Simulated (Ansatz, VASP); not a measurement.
**One calculation of Ba, two programs**

```xyz
1
Lattice="0.0000 3.3104 3.3104 3.3104 0.0000 3.3104 3.3104 3.3104 0.0000" Properties=species:S:1:pos:R:3 pbc="T T T"
Ba    0.0000    0.0000    0.0000
```

Alike in both runs: task single point; functional BLYP; k mesh 10 × 10 × 10; occupations fermi-dirac, width 0.1 eV; no spin polarisation.

|  | VASP | Ansatz |
| --- | --- | --- |
| version | VASP 6.6.1 | Ansatz 0.2.0 |
| potentials or method | VASP PAW PBE potentials, release 64 (Ba_sv), cutoff 520 eV | plane waves (420 eV) with PAW, scalar-relativistic |
| valence electrons in the cell | 10 | 10 |

```csv
,VASP,Ansatz,Ansatz less VASP
pressure (GPa),-0.5,-0.5,-0.02
```

VASP's potentials were made for PBE, not for BLYP. With one functional, cell and mesh, what is left measures potentials, basis and numerics.

Neither program's run includes spin-orbit coupling.
